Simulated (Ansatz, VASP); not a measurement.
Two plane-wave programs on PbS

File POSCAR:

```
PbS
1.0
    2.0799530000     -5.9912970000      0.0000000000
    2.0799530000      5.9912970000      0.0000000000
    0.0000000000      0.0000000000      4.2793210000
Pb S
2 2
Direct
    0.8694370000      0.1305630000      0.7500000000
    0.1305630000      0.8694370000      0.2500000000
    0.6452030000      0.3547970000      0.7500000000
    0.3547970000      0.6452030000      0.2500000000
```

File INCAR.step1:

```
SYSTEM = PbS
ALGO = Normal ; EDIFF = 1E-4
ENCUT = 520 ; GGA = PE
ISMEAR = 1 ; LASPH = .TRUE.
LCHARG = .FALSE. ; LREAL = .FALSE.
LWAVE = .TRUE. ; NBANDS = 28
NELM = 60 ; PREC = Accurate
SIGMA = 0.01
```

The input INCAR.step2:

```
SYSTEM = PbS
ALGO = Normal ; EDIFF = 1E-6
ENCUT = 520 ; ISIF = 2
ISMEAR = 1 ; ISTART = 1
LASPH = .TRUE. ; LCHARG = .FALSE.
LMIXTAU = .TRUE. ; LREAL = .FALSE.
LWAVE = .FALSE. ; METAGGA = R2SCAN
NBANDS = 28 ; NELM = 60
PREC = Accurate ; SIGMA = 0.01
```

KPOINTS

```
k-points
0
G
  3 3 3
  0 0 0
```

Input for Ansatz:

```yaml
crystal:
  lattice:
    - [2.079953, -5.991297, 0.0]
    - [2.079953, 5.991297, 0.0]
    - [0.0, 0.0, 4.279321]
  atoms:
    - { symbol: Pb, position: [0.869437, 0.130563, 0.75] }
    - { symbol: Pb, position: [0.130563, 0.869437, 0.25] }
    - { symbol: S, position: [0.645203, 0.35479700000000003, 0.75] }
    - { symbol: S, position: [0.35479700000000003, 0.645203, 0.25] }
basis:
  ecutwfc: 550.0
kpoints:
  mp_grid:
    grid: [3, 3, 3]
hamiltonian:
  xc: r2scan
scf:
  occupations:
    method: cold
    width: 0.01
output:
  eigenvalues: true
```

Alike in both runs: task single point; functional r2SCAN; k mesh 3 × 3 × 3; no spin polarisation.

```csv
,VASP,Ansatz
version,VASP 6.6.1,Ansatz 0.2.0
potentials or method,"VASP PAW PBE potentials, release 64 (Pb_d, S), cutoff 520 eV","plane waves, PAW"
occupations,"methfessel-paxton of order 1, width 0.01 eV","cold, width 0.01 eV"
valence electrons in the cell,40,40
```

|  | VASP | Ansatz | Ansatz less VASP |
| --- | --- | --- | --- |
| gap on the k mesh at the Fermi level (eV) | 2.07 | 2.07 | +0.003 |

VASP's potentials were made for PBE, not for r2SCAN.

The k mesh is coarse, so the values compare programs but aren't converged. Spin-orbit coupling is off throughout.
